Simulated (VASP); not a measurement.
# BaZrO3 (Pm-3m) in VASP: further runs

Runs on BaZrO3. Level: PBEsol+U. Tasks: relaxation of cell and atoms.

Everything below comes from runs of VASP 6.6.1. Logs are shortened: lines on timing, memory, paths and dates and some standing lists are left out, and cuts for length are marked.

### 1 The cell of the first run

It takes space group Pm-3m (No. 221, cubic). Conventional cell: a = 4.191 Å, b = 4.191 Å, c = 4.191 Å, α = 90.00°, β = 90.00°, γ = 90.00°. Within 3.9 Å of Ba (site symmetry m-3m) lie 12 O at 2.96 Å and 8 Zr at 3.63 Å. Zr (site symmetry m-3m) has 6 O at 2.10 Å within 2.8 Å. O (site symmetry 4/mmm) has 2 Zr at 2.10 Å within 2.8 Å.

### 2 Relaxation of cell and atoms, PBEsol+U

File INCAR:

```
SYSTEM = BaZrO3
ALGO = Normal
EDIFF = 1E-7
EDIFFG = -0.01
ENCUT = 600
GGA = PS
IBRION = 2
ISIF = 3
ISMEAR = -1
LASPH = .True.
LCHARG = .False.
LDAU = .True.
LDAUJ = 0 0 0
LDAUL = -1 2 -1
LDAUPRINT = 1
LDAUTYPE = 2
LDAUU = 0 2 0
LMAXMIX = 4
LREAL = .False.
LWAVE = .False.
NELM = 150
NSW = 60
PREC = Accurate
SIGMA = 0.05
```

File KPOINTS:

```
k-points
0
Gamma
  6 6 6
  0 0 0
```

File POSCAR:

```
BaZrO3
1.0
    4.1913400000      0.0000000000      0.0000000000
    0.0000000000      4.1913400000      0.0000000000
    0.0000000000      0.0000000000      4.1913400000
Ba Zr O
1 1 3
Direct
    0.0000000000      0.0000000000      0.0000000000
    0.5000000000      0.5000000000      0.5000000000
    0.5000000000      0.5000000000      0.0000000000
    0.5000000000      0.0000000000      0.5000000000
    0.0000000000      0.5000000000      0.5000000000
```

Potentials or basis: VASP PAW PBE potentials, release 64 (Ba_sv, Zr_sv, O).

Command:

```bash
cat potpaw_PBE.64/Ba_sv/POTCAR potpaw_PBE.64/Zr_sv/POTCAR potpaw_PBE.64/O/POTCAR > POTCAR
mpirun -np 1 vasp_std > vasp.out
```

OUTCAR:

```text
SYSTEM = BaZrO3
   EDIFF = 1E-7
   EDIFFG = -0.01
   ENCUT = 600
   GGA = PS
   IBRION = 2
   ISIF = 3
   ISMEAR = -1
   LASPH = .True.
   LREAL = .False.
   NELM = 150
   NSW = 60
   PREC = Accurate

 ion  position               nearest neighbor table
   1  0.000  0.000  0.000-   3 2.96   4 2.96   5 2.96   4 2.96   5 2.96   3 2.96   5 2.96   5 2.96
                             3 2.96   4 2.96   4 2.96   3 2.96   2 3.63   2 3.63   2 3.63   2 3.63
   2  0.500  0.500  0.500-   3 2.10   4 2.10   5 2.10   3 2.10   4 2.10   5 2.10   1 3.63   1 3.63
                             1 3.63   1 3.63   1 3.63   1 3.63   1 3.63   1 3.63
   3  0.500  0.500  0.000-   2 2.10   2 2.10   1 2.96   1 2.96   1 2.96   1 2.96
   4  0.500  0.000  0.500-   2 2.10   2 2.10   1 2.96   1 2.96   1 2.96   1 2.96
   5  0.000  0.500  0.500-   2 2.10   2 2.10   1 2.96   1 2.96   1 2.96   1 2.96

  LATTYP: Found a simple cubic cell.
 ALAT       =     4.1913400000

  Lattice vectors:

 A1 = (   4.1913400000,   0.0000000000,   0.0000000000)
 A2 = (   0.0000000000,   4.1913400000,   0.0000000000)
 A3 = (   0.0000000000,   0.0000000000,   4.1913400000)

Analysis of symmetry for initial positions (statically):
=====================================================================
 Subroutine PRICEL returns:
 Original cell was already a primitive cell.

 Routine SETGRP: Setting up the symmetry group for a
 simple cubic supercell.

 Subroutine GETGRP returns: Found 48 space group operations
 (whereof 48 operations were pure point group operations)
 out of a pool of 48 trial point group operations.

The static configuration has the point symmetry O_h .

Analysis of symmetry for dynamics (positions and initial velocities):
=====================================================================
 Subroutine PRICEL returns:
 Original cell was already a primitive cell.

 Routine SETGRP: Setting up the symmetry group for a
 simple cubic supercell.

 Subroutine GETGRP returns: Found 48 space group operations
 (whereof 48 operations were pure point group operations)
 out of a pool of 48 trial point group operations.

The dynamic configuration has the point symmetry O_h .

 Subroutine INISYM returns: Found 48 space group operations
 (whereof 48 operations are pure point group operations),
 and found     1 'primitive' translations

----------------------------------------------------------------------------------------

                                     Primitive cell

  volume of cell :      73.6307

  direct lattice vectors                    reciprocal lattice vectors
     4.191340000  0.000000000  0.000000000     0.238587182  0.000000000  0.000000000
     0.000000000  4.191340000  0.000000000     0.000000000  0.238587182  0.000000000
     0.000000000  0.000000000  4.191340000     0.000000000  0.000000000  0.238587182

  length of vectors
     4.191340000  4.191340000  4.191340000     0.238587182  0.238587182  0.238587182

  position of ions in fractional coordinates (direct lattice)
     0.000000000  0.000000000  0.000000000
     0.500000000  0.500000000  0.500000000
     0.500000000  0.500000000  0.000000000
     0.500000000  0.000000000  0.500000000
     0.000000000  0.500000000  0.500000000

  ion indices of the primitive-cell ions
   primitive index   ion index
                 1           1
                 2           2
                 3           3
                 4           4
                 5           5

----------------------------------------------------------------------------------------

 KPOINTS: k-points

Automatic generation of k-mesh.
 Grid dimensions read from file:
 generate k-points for:    6    6    6

 Generating k-lattice:

  Cartesian coordinates                     Fractional coordinates (reciprocal lattice)
     0.039764530  0.000000000  0.000000000     0.166666667  0.000000000  0.000000000
     0.000000000  0.039764530  0.000000000     0.000000000  0.166666667  0.000000000
     0.000000000  0.000000000  0.039764530     0.000000000  0.000000000  0.166666667

  Length of vectors
     0.039764530  0.039764530  0.039764530

  Shift w.r.t. Gamma in fractional coordinates (k-lattice)
     0.000000000  0.000000000  0.000000000

 Subroutine IBZKPT returns following result:
 ===========================================

 Found     20 irreducible k-points:

 Following reciprocal coordinates:
            Coordinates               Weight
  0.000000  0.000000  0.000000      1.000000
  0.166667  0.000000  0.000000      6.000000
  0.333333  0.000000  0.000000      6.000000
  0.500000  0.000000  0.000000      3.000000
  0.166667  0.166667  0.000000     12.000000
  0.333333  0.166667  0.000000     24.000000
[... 12 lines left out ...]
  0.500000  0.500000  0.333333      6.000000
  0.500000  0.500000  0.500000      1.000000
   k-points           NKPTS =     20   k-points in BZ     NKDIM =     20   number of bands    NBANDS=     24
   number of dos      NEDOS =    301   number of ions     NIONS =      5
   total plane-waves  NPLWV =  46656
   dimension x,y,z NGX =    36 NGY =   36 NGZ =   36
   dimension x,y,z NGXF=    72 NGYF=   72 NGZF=   72
   ions per type =               1   1   3
   NGX,Y,Z   is equivalent  to a cutoff of  14.28, 14.28, 14.28 a.u.
   NGXF,Y,Z  is equivalent  to a cutoff of  28.56, 28.56, 28.56 a.u.
 SYSTEM =  BaZrO3
   PREC   = accura    normal or accurate (medium, high low for compatibility)
   ISTART =      0    job   : 0-new  1-cont  2-samecut
   ICHARG =      2    charge: 1-file 2-atom 10-const
   ISPIN  =      1    spin polarized calculation?
   LNONCOLLINEAR =      F non collinear calculations
   LSORBIT =      F    spin-orbit coupling
   LASPH  =      T    aspherical Exc in radial PAW
   ENCUT  =  600.0 eV  44.10 Ry    6.64 a.u.   8.37  8.37  8.37*2*pi/ulx,y,z
   NELM   =    150;   NELMIN=  2; NELMDL= -5     # of ELM steps
   EDIFF  = 0.1E-06   stopping-criterion for ELM
   LREAL  =      F    real-space projection
   EDIFFG = -.1E-01   stopping-criterion for IOM
   NSW    =     60    number of steps for IOM
   IBRION =      2    ionic relax: 0-MD 1-quasi-New 2-CG
   NFREE  =      1    steps in history (QN), initial steepest desc. (CG)
   ISIF   =      3    stress and relaxation
   ISYM   =      2    0-nonsym 1-usesym 2-fastsym
   POTIM  = 0.5000    time-step for ionic-motion
   TEBEG  =    0.0;   TEEND  =   0.0 temperature during run
   PSTRESS=    0.0 pullay stress
   NELECT =      40.0000    total number of electrons
   NUPDOWN=      -1.0000    fix difference up-down
   EMIN   =  10.00;   EMAX   =-10.00  energy-range for DOS
   EFERMI =   0.00;   METHOD = LEGACY
   ISMEAR =    -1;   SIGMA  =   0.05  broadening in eV -4-tet -1-fermi 0-gaus
   EFERMI_NEDOS =   21; number of points for ismear=-14 and -15
   IALGO  =     38    algorithm
   IMIX   =      4    mixing-type and parameters
     AMIX     =   0.40;   BMIX     =  1.00
     AMIX_MAG =   1.60;   BMIX_MAG =  1.00
  volume/ion in A,a.u.               =      14.73        99.38
  Fermi-wavevector in a.u.,A,eV,Ry     =   1.335802  2.524299 24.277770  1.784366
  Thomas-Fermi vector in A             =   2.464478
   LORBIT       =      0    0 simple, 1 ext, 2 COOP (PROOUT), +10 PAW based schemes
 LDA+U is selected, type is set to LDAUTYPE =  2
   angular momentum for each species LDAUL =    -1    2   -1
   U (eV)           for each species LDAUU =   0.0  2.0  0.0
   J (eV)           for each species LDAUJ =   0.0  0.0  0.0
   GGA     = PS    functional components
   LHFCALC =     F    Hartree Fock is set to
   AEXX    =    0.0000 exact exchange contribution
   IVDW    =     0    specifies the selected vdW correction
   LEPSILON=     F    determine dielectric tensor
   LRPA    =     F    only Hartree local field effects (RPA)
 conjugate gradient relaxation of ions
 non-spin polarized calculation
  energy-cutoff  :      600.00
  volume of cell :       73.63
 maximum number of plane-waves:      2517
 NGX is ok and might be reduce to    36
   NGX = 17   NGY = 17   NGZ = 17

--------------------------------------- Ionic step        1  -------------------------------------------

 number of electron      40.0000010 magnetization

 Free energy of the ion-electron system (eV)
  ---------------------------------------------------
  ext. energy  EPLUGINS =         0.00000000
  ---------------------------------------------------
  free energy    TOTEN  =       -42.43707364 eV

  energy without entropy =      -42.43707364  energy(sigma->0) =      -42.43707364

------------------------ aborting loop because EDIFF is reached ----------------------------------------

  FORCE on cell =-STRESS in cart. coord.  units (eV):
  Direction    XX          YY          ZZ          XY          YZ          ZX
  --------------------------------------------------------------------------------------
  -------------------------------------------------------------------------------------
  Total        0.8278882      0.8278882      0.8278882      0.0000000      0.0000000     -0.0000000
  in kB       18.0145580     18.0145580     18.0145580      0.0000000      0.0000000     -0.0000000
  external PRESSURE =      18.0145580 kB  Pullay stress =       0.0000000 kB
[... 59 lines left out ...]
  FREE ENERGIE OF THE ION-ELECTRON SYSTEM (eV)
  ---------------------------------------------------
  free  energy   TOTEN  =       -42.4355916164 eV

  energy  without entropy=      -42.4355916163  energy(sigma->0) =      -42.43559162

atom =   2  type =  2  l = 2

 onsite density matrix

spin component  1

  0.0880  0.0000  0.0000  0.0000 -0.0000
  0.0000  0.0880  0.0000  0.0000 -0.0000
  0.0000  0.0000  0.2116  0.0000  0.0000
  0.0000  0.0000  0.0000  0.0880 -0.0000
 -0.0000 -0.0000  0.0000 -0.0000  0.2116

spin component  2

  0.0880  0.0000  0.0000  0.0000 -0.0000
  0.0000  0.0880  0.0000  0.0000 -0.0000
  0.0000  0.0000  0.2116  0.0000  0.0000
  0.0000  0.0000  0.0000  0.0880 -0.0000
 -0.0000 -0.0000  0.0000 -0.0000  0.2116

 occupancies and eigenvectors

  o =  0.0880  v =  1.0000  0.0000  0.0000  0.0000  0.0000  0.0000  0.0000  0.0000  0.0000  0.0000      0.0000  0.0000  0.0000  0.0000  0.0000  0.0000  0.0000  0.0000  0.0000  0.0000
  o =  0.0880  v =  0.0000  0.0000  0.0000  0.0000  0.0000  1.0000  0.0000  0.0000  0.0000  0.0000      0.0000  0.0000  0.0000  0.0000  0.0000  0.0000  0.0000  0.0000  0.0000  0.0000
  o =  0.0880  v =  0.0000  0.9985 -0.0000 -0.0553 -0.0000  0.0000  0.0000  0.0000  0.0000  0.0000      0.0000  0.0000  0.0000  0.0000  0.0000  0.0000  0.0000  0.0000  0.0000  0.0000
  o =  0.0880  v =  0.0000  0.0000  0.0000  0.0000  0.0000  0.0000  0.9985 -0.0000 -0.0553 -0.0000      0.0000  0.0000  0.0000  0.0000  0.0000  0.0000  0.0000  0.0000  0.0000  0.0000
  o =  0.0880  v =  0.0000  0.0000  0.0000  0.0000  0.0000  0.0000  0.0553  0.0000  0.9985  0.0000      0.0000  0.0000  0.0000  0.0000  0.0000  0.0000  0.0000  0.0000  0.0000  0.0000
  o =  0.0880  v =  0.0000  0.0553  0.0000  0.9985  0.0000  0.0000  0.0000  0.0000  0.0000  0.0000      0.0000  0.0000  0.0000  0.0000  0.0000  0.0000  0.0000  0.0000  0.0000  0.0000
  o =  0.2116  v =  0.0000  0.0000  0.0000  0.0000  0.0000  0.0000  0.0000  1.0000 -0.0000 -0.0023      0.0000  0.0000  0.0000  0.0000  0.0000  0.0000  0.0000  0.0000  0.0000  0.0000
  o =  0.2116  v =  0.0000  0.0000  1.0000 -0.0000 -0.0023  0.0000  0.0000  0.0000  0.0000  0.0000      0.0000  0.0000  0.0000  0.0000  0.0000  0.0000  0.0000  0.0000  0.0000  0.0000
  o =  0.2116  v =  0.0000  0.0000  0.0000  0.0000  0.0000  0.0000  0.0000  0.0023 -0.0000  1.0000      0.0000  0.0000  0.0000  0.0000  0.0000  0.0000  0.0000  0.0000  0.0000  0.0000
  o =  0.2116  v =  0.0000  0.0000  0.0023 -0.0000  1.0000  0.0000  0.0000  0.0000  0.0000  0.0000      0.0000  0.0000  0.0000  0.0000  0.0000  0.0000  0.0000  0.0000  0.0000  0.0000

--------------------------------------- Ionic step        3  -------------------------------------------

 number of electron      40.0000016 magnetization

 Free energy of the ion-electron system (eV)
  ---------------------------------------------------
  ext. energy  EPLUGINS =         0.00000000
  ---------------------------------------------------
  free energy    TOTEN  =       -42.44161620 eV

  energy without entropy =      -42.44161620  energy(sigma->0) =      -42.44161620

 E-fermi :   4.7968     XC(G=0): -10.9678

 val. band max:        3.6258099108   @ k =   0.5000   0.5000   0.5000
 cond. band min:       6.9912045077   @ k =   0.0000   0.0000   0.0000
 fundamental gap:      3.3653945969
 Fermi energy:         4.7967847662

 k-point     1 :       0.0000    0.0000    0.0000
  band No.  band energies     occupation
      1     -43.7054      2.00000
      2     -21.8727      2.00000
      3     -21.8727      2.00000
      4     -21.8727      2.00000
      5     -21.6564      2.00000
      6     -12.6688      2.00000
[... 561 lines left out ...]
  FREE ENERGIE OF THE ION-ELECTRON SYSTEM (eV)
  ---------------------------------------------------
  free  energy   TOTEN  =       -42.4416161982 eV

  energy  without entropy=      -42.4416161982  energy(sigma->0) =      -42.44161620

 reached required accuracy - stopping structural energy minimisation
```

It took 45 s on 1 thread of Intel Xeon 6975P-C (Granite Rapids), shared host; peak memory 0.24 GiB.

Results:

| Property | Result |
| --- | --- |
| Free energy | -42.4416 eV |
| Relaxed volume | 14.89 Å³/atom |
| Relaxed cell | a = 4.207 Å, b = 4.207 Å, c = 4.207 Å, α = 90.00°, β = 90.00°, γ = 90.00° |
| Space group after relaxing (to 0.1 Å) | Pm-3m (No. 221) |
| Energy gained by relaxing | 0.9 meV/atom |
| Ionic steps | 3 |
| Pressure after relaxing | 0.0 GPa |
| Band gap on the k mesh | 3.37 eV (least direct gap 3.63 eV) |

Step by step:
```tsv
step	energy change (eV)	largest force (eV/Å)	pressure (GPa)	volume (Å³)
1	0.0000	0.0000	1.80	73.63
2	0.0015	0.0000	-1.99	75.41
3	-0.0045	0.0000	0.00	74.45
```

Final structure:
```
Ba Zr O
1.0
     4.20683    0.00000    0.00000
     0.00000    4.20683    0.00000
     0.00000    0.00000    4.20683
Ba Zr O
1 1 3
Cartesian
  0.0000 0.0000 0.0000
  2.1034 2.1034 2.1034
  2.1034 2.1034 0.0000
  2.1034 0.0000 2.1034
  0.0000 2.1034 2.1034
```

Levels at points of the mesh, in eV from the valence-band top:
| k point | band 18 | band 19 | band 20 | band 21 | band 22 | band 23 |
| --- | --- | --- | --- | --- | --- | --- |
| (0.00, 0.00, 0.00) | -0.26 | -0.26 | -0.26 | 3.37 | 3.37 | 3.37 |
| (0.50, 0.00, 0.00) | -1.69 | -0.51 | -0.51 | 3.87 | 5.93 | 5.93 |
| (0.50, 0.50, 0.00) | -0.95 | -0.89 | -0.08 | 5.87 | 5.87 | 6.37 |
| (0.50, 0.50, 0.50) | 0.00 | 0.00 | 0.00 | 5.82 | 5.82 | 5.82 |

Eigenvalues of the final occupation matrices:
```tsv
site	spin	trace	eigenvalues
site 2 d	1	0.69	0.09 0.09 0.09 0.21 0.21
site 2 d	2	0.69	0.09 0.09 0.09 0.21 0.21
```

Caveat: the PAW data sets were made with another functional, which shifts forces and pressure a little; spin-orbit coupling is left out, which moves the levels of the heavy elements. Zero-point motion and thermal expansion aren't in these numbers.

### 3 Relaxation of cell and atoms, PBEsol+U

File INCAR:

```
SYSTEM = BaZrO3
PREC = Accurate
ENCUT = 600
EDIFF = 1E-6
ISMEAR = -1
SIGMA = 0.05
LREAL = .FALSE.
LASPH = .TRUE.
NELM = 150
ALGO = Normal
ISIF = 3
LWAVE = .FALSE.
LCHARG = .FALSE.
LMAXMIX = 4
LDAU = .TRUE.
LDAUTYPE = 2
LDAUL = -1 2 -1
LDAUU = 0 3 0
LDAUJ = 0 0 0
LDAUPRINT = 1
GGA = PS
IBRION = 2
NSW = 60
EDIFFG = -0.01
```

File KPOINTS:

```
regular mesh
0
G
  6 6 6
  0 0 0
```

POSCAR is that of step 2.

Potentials or basis: VASP PAW PBE potentials, release 64 (Ba_sv, Zr_sv, O).

Command:

```bash
cat potpaw_PBE.64/Ba_sv/POTCAR potpaw_PBE.64/Zr_sv/POTCAR potpaw_PBE.64/O/POTCAR > POTCAR
mpirun -np 1 vasp_std > vasp.out
```

Wall time 44 s (1 thread of Intel Xeon 6975P-C (Granite Rapids), shared host); peak memory 0.24 GiB.

The run converged. Its results:

```yaml
Free_energy: -41.8768 eV
Relaxed_volume: 14.98 Å³/atom
Relaxed_cell: a = 4.216 Å, b = 4.216 Å, c = 4.216 Å, α = 90.00°, β = 90.00°, γ = 90.00°
Space_group_after_relaxing_to_0.1_Å: Pm-3m (No. 221)
Energy_gained_by_relaxing: 2.2 meV/atom
Ionic_steps: 3
Pressure_after_relaxing: 0.0 GPa
Band_gap_on_the_k_mesh: 3.49 eV (least direct gap 3.78 eV)
```

The path:
```csv
step,energy change (eV),largest force (eV/Å),pressure (GPa),volume (Å³)
1,0.0000,0.0000,2.83,73.63
2,0.0034,0.0000,-3.04,76.44
3,-0.0112,0.0000,-0.01,74.92
```

Final structure:
```
Ba Zr O
1.0
     4.21573    0.00000    0.00000
     0.00000    4.21573    0.00000
     0.00000    0.00000    4.21573
Ba Zr O
1 1 3
Direct
  0.00000 0.00000 0.00000
  0.50000 0.50000 0.50000
  0.50000 0.50000 0.00000
  0.50000 0.00000 0.50000
  0.00000 0.50000 0.50000
```

Levels at points of the mesh, in eV from the valence-band top:
```tsv
k point	band 17	band 18	band 19	band 20	band 21	band 22	band 23	band 24
(0.00, 0.00, 0.00)	-0.99	-0.29	-0.29	-0.29	3.49	3.49	3.49	4.49
(0.50, 0.00, 0.00)	-1.66	-1.66	-0.54	-0.54	4.03	6.05	6.05	6.28
(0.50, 0.50, 0.00)	-0.96	-0.96	-0.93	-0.08	5.97	5.97	6.33	6.63
(0.50, 0.50, 0.50)	-2.47	0.00	0.00	0.00	5.78	5.78	5.78	7.37
```

Eigenvalues of the final occupation matrices:
```
    site  spin  trace               eigenvalues
site 2 d     1   0.66  0.08 0.08 0.08 0.21 0.21
site 2 d     2   0.66  0.08 0.08 0.08 0.21 0.21
```

Caveat: the PAW data sets were made with another functional, which shifts forces and pressure a little; spin-orbit coupling is left out, which moves the levels of the heavy elements. Zero-point motion and thermal expansion aren't in these numbers.
